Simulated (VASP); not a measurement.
Write the native input for VASP 6.6.1 that does the following.

```yaml
Task: relaxation of cell and atoms
Functional: PBE
Potentials_or_basis: VASP PAW PBE potentials, release 64 (Pt)
Cutoff: 600 eV
k_mesh: 36 × 36 × 36
Occupations: gaussian, width 0.1 eV
Spin: no spin polarisation
Dipole_correction: no
Further_INCAR_settings: ALGO = Fast; EDIFF = 1e-06; IBRION = 2; EDIFFG = -0.003; NSW = 80; ISIF = 3
```

The structure of Pt lies in POSCAR:

```
Pt
1.0
    0.0000000000      1.9600000000      1.9600000000
    1.9600000000      0.0000000000      1.9600000000
    1.9600000000      1.9600000000      0.0000000000
Pt
1
Direct
    0.0000000000      0.0000000000      0.0000000000
```

The input as run:

INCAR

```
SYSTEM = Pt
PREC = Accurate ; ENCUT = 600
EDIFF = 1E-6 ; ISMEAR = 0
SIGMA = 0.1 ; LREAL = .FALSE.
LASPH = .TRUE. ; NELM = 100
ALGO = Fast ; ISIF = 3
LWAVE = .FALSE. ; LCHARG = .FALSE.
GGA = PE ; IBRION = 2
NSW = 80 ; EDIFFG = -0.003
```

KPOINTS

```
Automatic mesh
0
G
  36 36 36
  0 0 0
```

Potentials or basis: VASP PAW PBE potentials, release 64 (Pt).

Launch:

```bash
$ cat potpaw_PBE.64/Pt/POTCAR > POTCAR
$ mpirun -np 1 vasp_std > vasp.out
```

Results of the run:

```
Relaxed volume                         : 15.62 Å³/atom
Relaxed cell                           : a = 2.806 Å, b = 2.806 Å, c = 2.806 Å, α = 60.00°, β = 60.00°, γ = 60.00°
Space group after relaxing (to 0.05 Å) : Fm-3m (No. 225)
Energy gained by relaxing              : 16.7 meV/atom
Ionic steps                            : 19
Pressure after relaxing                : 0.0 GPa
Band gap on the k mesh                 : zero (band 5 reaches 11.07 eV, above the bottom of band 6 at 8.96 eV)
```

Caveat: spin-orbit coupling is left out, which moves the levels of the heavy elements.

Wall time 6.1 min on 1 thread of Intel(R) Xeon(R) 6975P-C (Granite Rapids), with other jobs on the host, peak memory 0.39 GiB.
